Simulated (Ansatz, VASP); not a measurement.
**Two plane-wave programs on HfO2**

```
Hf O
1.0
     3.55802    0.00000    0.00000
     0.00000    3.55802    0.00000
     0.00000    0.00000    5.17186
Hf O
2 4
Direct
  0.50000 0.50000 0.50000
  0.00000 0.00000 0.00000
  0.00000 0.50000 0.69721
  0.50000 0.00000 0.80279
  0.50000 0.00000 0.30279
  0.00000 0.50000 0.19721
```

Alike in both runs: task single point; functional PBE; k mesh 6 × 6 × 4; occupations gaussian, width 0.02 eV; no spin polarisation.

```csv
,VASP,Ansatz
version,VASP 6.6.1,Ansatz 0.2.0
potentials or method,"VASP PAW PBE potentials, release 64 (Hf_pv, O), cutoff 520 eV","plane waves, PAW"
valence electrons in the cell,44,76
```

Ansatz gave:

```
pressure (GPa)                                                : 10.0
traceless stress, the component that is largest in VASP (GPa) : -0.62
```

Task: Which values does VASP return?

Result: Pressure (GPa): 6.5; traceless stress, the component that is largest in VASP (GPa): -0.53.

VASP's potentials hold 44 valence electrons a cell and Ansatz's 76, so a difference there can come from the potentials and not from the codes.

Neither program's run includes spin-orbit coupling.
